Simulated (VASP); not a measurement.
# CuO (C2/c) in VASP: further runs, part 2 of 2

VASP 6.6.1. Earlier steps stand in the parts before.

### 3 Single point, PBE+U, collinear spin, antiferromagnetic start

Contents of INCAR:

```
  PREC = Accurate
  ENCUT = 520
  EDIFF = 1E-6
  ISMEAR = -1
  SIGMA = 0.1
  LREAL = F
  LASPH = T
  NELM = 150
  ALGO = Normal
  ISIF = 2
  LWAVE = F
  LCHARG = F
  ISPIN = 2
  MAGMOM = 0 0 0.58 -0.58
  LORBIT = 11
  LMAXMIX = 4
  LDAU = T
  LDAUTYPE = 2
  LDAUL = -1 2
  LDAUU = 0 4
  LDAUJ = 0 0
  LDAUPRINT = 1
  GGA = PE
  NBANDS = 29
  ISYM = 0
```

Contents of KPOINTS:

```
regular mesh
0
Gamma
  7 7 4
```

Contents of POSCAR:

```
CuO
1.0
    2.3415000000     -1.7101500000      0.0000000000
    2.3415000000      1.7101500000      0.0000000000
   -0.8640400000      0.0000000000      5.0511300000
O Cu
2 2
Direct
    0.5830000000      0.4170000000      0.2500000000
    0.4170000000      0.5830000000      0.7500000000
    0.0000000000      0.5000000000      0.0000000000
    0.5000000000      0.0000000000      0.5000000000
```

Potentials or basis: VASP PAW PBE potentials, release 64 (O, Cu).

On the command line:

```console
cat potpaw_PBE.64/O/POTCAR potpaw_PBE.64/Cu/POTCAR > POTCAR
mpirun -np 1 vasp_std > vasp.out
```

Wall time 2.5 min (1 thread of AMD EPYC 9R45 (Zen 5), shared host); peak memory 0.26 GiB.

Results (log left out):

```
Free energy                                           : -17.2410 eV
Pressure                                              : 4.4 GPa
Largest force                                         : 0.046 eV/Å
Band gap on the k mesh                                : 0.60 eV, indirect (least direct gap 0.88 eV)
Net moment                                            : 0.00 μB per cell
Site moments                                          : O +0.00; Cu +0.57, -0.57 μB
Valence electrons inside the program's atomic spheres : O 4.99; Cu 9.93
```

Forces in eV/Å, atoms in the order of the input:
```
O    0.000  0.046  0.000
O    0.000 -0.046  0.000
Cu   0.000  0.000  0.000
Cu   0.000  0.000  0.000
```

Stress tensor (GPa, compression positive):
```
 3.77  0.00 -0.08
 0.00  4.62  0.00
-0.08  0.00  4.67
```

Levels at points of the mesh, in eV from the valence-band top:
Spin up:
```tsv
k point	band 14	band 15	band 16	band 17	band 18	band 19	band 20	band 21
(0.00, 0.00, 0.00)	-2.42	-2.23	-1.90	0.00	1.84	2.07	6.65	8.67
(0.00, 0.00, 0.50)	-2.88	-1.57	-1.52	-0.34	1.59	4.35	4.44	12.16
```
Spin down:
| k point | band 14 | band 15 | band 16 | band 17 | band 18 | band 19 | band 20 | band 21 |
| --- | --- | --- | --- | --- | --- | --- | --- | --- |
| (0.00, 0.00, 0.00) | -2.42 | -2.23 | -1.90 | 0.00 | 1.84 | 2.07 | 6.65 | 8.67 |
| (0.00, 0.00, 0.50) | -2.88 | -1.57 | -1.52 | -0.34 | 1.59 | 4.35 | 4.44 | 12.16 |

Eigenvalues of the final occupation matrices:
| site | spin | trace | eigenvalues |
| --- | --- | --- | --- |
| site 3 d | 1 | 4.88 | 0.96 0.97 0.97 0.98 1.01 |
| site 3 d | 2 | 4.30 | 0.43 0.95 0.97 0.97 0.98 |
| site 4 d | 1 | 4.30 | 0.43 0.95 0.97 0.97 0.98 |
| site 4 d | 2 | 4.88 | 0.96 0.97 0.97 0.98 1.01 |

A k mesh can miss the band edges. The state reached can hang on the start; a lower one may exist.

### 4 Single point, PBE+U, collinear spin, antiferromagnetic start

Contents of INCAR:

```
PREC = Accurate
ENCUT = 520
EDIFF = 1E-6
ISMEAR = -1
SIGMA = 0.1
LREAL = False
LASPH = True
NELM = 150
ALGO = Normal
ISIF = 2
LWAVE = False
LCHARG = False
ISPIN = 2
MAGMOM = 0 0 1 -1
LORBIT = 11
LMAXMIX = 4
LDAU = True
LDAUTYPE = 2
LDAUL = -1 2
LDAUU = 0 4
LDAUJ = 0 0
LDAUPRINT = 1
GGA = PE
ISYM = 0
NBANDS = 29
```

Contents of KPOINTS:

```
Automatic mesh
0
Gamma
  7 7 4
```

POSCAR is that of step 3.

On the command line:

```console
cat potpaw_PBE.64/O/POTCAR potpaw_PBE.64/Cu/POTCAR > POTCAR
mpirun -np 1 vasp_std > vasp.out
```

It took 2.2 min on 1 thread of AMD EPYC 9R45 (Zen 5), shared host; peak memory 0.26 GiB.

It converged, with:

| Property | Result |
| --- | --- |
| Free energy | -17.2410 eV |
| Pressure | 4.3 GPa |
| Largest force | 0.046 eV/Å |
| Band gap on the k mesh | 0.60 eV, indirect (least direct gap 0.88 eV) |
| Net moment | 0.00 μB per cell |
| Site moments | O -0.00; Cu +0.57, -0.57 μB |
| Valence electrons inside the program's atomic spheres | O 4.99; Cu 9.93 |

Forces in eV/Å, atoms in the order of the input:
```
O    0.000  0.046  0.000
O    0.000 -0.046  0.000
Cu   0.000  0.000  0.000
Cu   0.000  0.000  0.000
```

Stress tensor (GPa, compression positive):
```
 3.76  0.00 -0.08
 0.00  4.60  0.00
-0.08  0.00  4.66
```

Levels at points of the mesh, in eV from the valence-band top:
Spin up:
| k point | band 14 | band 15 | band 16 | band 17 | band 18 | band 19 | band 20 | band 21 |
| --- | --- | --- | --- | --- | --- | --- | --- | --- |
| (0.00, 0.00, 0.00) | -2.42 | -2.23 | -1.90 | 0.00 | 1.84 | 2.07 | 6.65 | 8.67 |
| (0.00, 0.00, 0.50) | -2.88 | -1.57 | -1.52 | -0.34 | 1.59 | 4.35 | 4.44 | 12.16 |
Spin down:
```csv
k point,band 13,band 14,band 15,band 16,band 17,band 18,band 19,band 20,band 21,band 22
"(0.00, 0.00, 0.00)",-2.64,-2.42,-2.23,-1.90,0.00,1.84,2.07,6.65,8.67,13.96
"(0.00, 0.00, 0.50)",-3.03,-2.88,-1.57,-1.52,-0.34,1.59,4.35,4.44,12.16,12.18
```

Eigenvalues of the final occupation matrices:
```csv
site,spin,trace,eigenvalues
site 3 d,1,4.88,0.96 0.97 0.97 0.98 1.01
site 3 d,2,4.30,0.43 0.95 0.97 0.97 0.98
site 4 d,1,4.30,0.43 0.95 0.97 0.97 0.98
site 4 d,2,4.88,0.96 0.97 0.97 0.98 1.01
```

### 5 Single point, PBE+U, collinear spin, antiferromagnetic start

Contents of INCAR:

```
SYSTEM = CuO
PREC     = Accurate       ! precision mode
ENCUT    = 520            ! plane-wave cutoff, eV
EDIFF    = 1E-6           ! SCF threshold, eV
ISMEAR   = -1             ! smearing method
SIGMA    = 0.1            ! smearing width, eV
LREAL    = .False.        ! projectors in reciprocal space
LASPH    = .True.         ! aspherical terms in the spheres
NELM     = 150            ! most SCF steps
ALGO     = Normal         ! electronic algorithm
ISIF     = 2              ! what is computed and relaxed
LWAVE    = .False.        ! write WAVECAR
LCHARG   = .False.        ! write CHGCAR
ISPIN    = 2              ! spin polarisation
MAGMOM   = 0 0 1.4 -1.4   ! initial moments
LORBIT   = 11             ! projections on sites
LMAXMIX  = 4              ! l up to which the mixer works
LDAU     = .True.         ! DFT+U
LDAUTYPE = 2            
LDAUL    = -1 2           ! shell
LDAUU    = 0 4            ! U, eV
LDAUJ    = 0 0          
LDAUPRINT= 1            
GGA      = PE             ! functional
NBANDS   = 29             ! bands
ISYM     = 0
```

Contents of KPOINTS:

```
Automatic mesh
0
Gamma
  7 7 4
  0 0 0
```

POSCAR is that of step 4.

On the command line:

```console
cat potpaw_PBE.64/O/POTCAR potpaw_PBE.64/Cu/POTCAR > POTCAR
mpirun -np 1 vasp_std > vasp.out
```

Wall time 7 min (1 thread of Oxide Virtual Turin-like, shared host); peak memory 0.25 GiB.

Results (log left out):

```
Free energy                                           : -17.2410 eV
Pressure                                              : 4.3 GPa
Largest force                                         : 0.046 eV/Å
Band gap on the k mesh                                : 0.60 eV, indirect (least direct gap 0.88 eV)
Net moment                                            : 0.00 μB per cell
Site moments                                          : O +0.00; Cu +0.57, -0.57 μB
Valence electrons inside the program's atomic spheres : O 4.99; Cu 9.93
```

Forces in eV/Å, atoms in the order of the input:
```
O    0.000  0.046  0.000
O    0.000 -0.046  0.000
Cu   0.000  0.000  0.000
Cu   0.000  0.000  0.000
```

Stress tensor (GPa, compression positive):
```
 3.74  0.00 -0.08
 0.00  4.59  0.00
-0.08  0.00  4.64
```

Levels at points of the mesh, in eV from the valence-band top:
Spin up:
```
           k point  band 13  band 14  band 15  band 16  band 17  band 18  band 19  band 20  band 21  band 22
(0.00, 0.00, 0.00)    -2.64    -2.42    -2.23    -1.90     0.00     1.84     2.07     6.65     8.67    13.96
(0.00, 0.00, 0.50)    -3.03    -2.88    -1.57    -1.52    -0.34     1.59     4.35     4.44    12.16    12.18
```
Spin down:
| k point | band 15 | band 16 | band 17 | band 18 | band 19 | band 20 |
| --- | --- | --- | --- | --- | --- | --- |
| (0.00, 0.00, 0.00) | -2.23 | -1.90 | 0.00 | 1.84 | 2.07 | 6.65 |
| (0.00, 0.00, 0.50) | -1.57 | -1.52 | -0.34 | 1.59 | 4.35 | 4.44 |

Eigenvalues of the final occupation matrices:
```
    site  spin  trace               eigenvalues
site 3 d     1   4.88  0.96 0.97 0.97 0.98 1.01
site 3 d     2   4.30  0.43 0.95 0.97 0.97 0.98
site 4 d     1   4.30  0.43 0.95 0.97 0.97 0.98
site 4 d     2   4.88  0.96 0.97 0.97 0.98 1.01
```

A k mesh can miss the band edges. The state reached can hang on the start; a lower one may exist.
